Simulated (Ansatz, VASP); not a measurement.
One calculation of RbBr, two programs

```
Rb Br
1.0
     0.00000    3.42750    3.42750
     3.42750    0.00000    3.42750
     3.42750    3.42750    0.00000
Rb Br
1 1
Direct
  0.00000 0.00000 0.00000
  0.41247 0.41247 0.52564
```

Alike in both runs: task single point; functional PBE; k mesh 6 × 6 × 6; occupations gaussian, width 0.05 eV; no spin polarisation.

```csv
,VASP,Ansatz
version,VASP 6.6.1,Ansatz 0.2.0
potentials or method,"VASP PAW PBE potentials, release 64 (Rb_sv, Br), cutoff 520 eV","scalar-relativistic, plane waves, PAW"
valence electrons in the cell,16,16
```

```csv
,VASP,Ansatz,Ansatz less VASP
gap on the k mesh at the Fermi level (eV),4.38,4.39,+0.003
least direct gap on the mesh (eV),4.38,4.39,+0.003
pressure (GPa),3.6,3.5,-0.05
"traceless stress, the component that is largest in VASP (GPa)",4.72,4.66,-0.059
rms of the force components (eV/Å),0.871,0.860,-0.0103
```

Atom by atom the forces differ by 0.010 eV/Å (rms over components).
